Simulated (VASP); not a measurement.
AgRh: single point with PBE

AgRh:

```
Ag Rh
1.0
     2.72089    0.00000    0.00000
    -1.36044    2.35636    0.00000
     0.00000    0.00000    4.71044
Ag Rh
1 1
Direct
  0.00000 0.00000 0.50000
  0.66667 0.33333 0.00000
```

- Program: VASP 6.6.1
- Task: single point
- Functional: PBE
- Potentials or basis: VASP PAW PBE potentials, release 64 (Ag, Rh_pv)
- Cutoff: 520 eV
- k mesh: 10 × 10 × 5
- Occupations: fermi-dirac, width 0.1 eV
- Spin: no spin polarisation

```yaml
Pressure: 8.5 GPa
Band_gap_on_the_k_mesh: zero (band 13 reaches 11.06 eV, above the bottom of band 14 at 9.70 eV)
```

Stress tensor (GPa, compression positive):
```
9.48 0.00 0.00
0.00 9.48 0.00
0.00 0.00 6.64
```

Levels at points of the mesh, in eV from the Fermi level:
```tsv
k point	band 9	band 10	band 11	band 12	band 13	band 14	band 15	band 16	band 17	band 18
(0.00, 0.00, 0.00)	-3.30	-3.30	-2.01	-2.01	-0.04	0.10	0.10	5.71	16.69	17.36
(0.50, 0.00, 0.00)	-2.97	-2.31	-1.84	-0.13	1.19	1.88	4.18	8.77	8.93	12.29
```

Wall time 17 s on 1 thread of AMD EPYC 7R43 64-Core Processor (Zen 3) (shared host), peak memory 0.12 GiB.
